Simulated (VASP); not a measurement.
Input of a VASP 6.6.1 run:

The input INCAR:

```
  PREC = Accurate
  ENCUT = 520
  EDIFF = 1E-6
  ISMEAR = 1
  SIGMA = 0.05
  LREAL = False
  LASPH = True
  NELM = 150
  ALGO = Normal
  ISIF = 2
  LWAVE = False
  LCHARG = False
  MAGMOM = 0 0 0
  LORBIT = 11
  LSORBIT = True
  GGA_COMPAT = False
  LORBMOM = True
  GGA = PE
  NBANDS = 16
```

File KPOINTS:

```
regular mesh
0
Gamma
  10 10 10
```

File POSCAR:

```
Sb
1.0
   -1.5765401831      1.5765401831      2.7119384313
    1.5765401831     -1.5765401831      2.7119384313
    1.5765401831      1.5765401831     -2.7119384313
Sb
1
Direct
    0.0000000000      0.0000000000      0.0000000000
```

Potentials or basis: VASP PAW PBE potentials, release 64 (Sb).

Run with:

```sh
$ cat potpaw_PBE.64/Sb/POTCAR > POTCAR
$ mpirun -np 1 vasp_ncl > vasp.out
```

Q: Predict the pressure.

A: 2.1 GPa.

Q: What does it give for the net moment?

A: 0.00 μB per cell.

Moments on the atoms (μB; x, y, z):
```
Sb  0.00 0.00 0.00
```
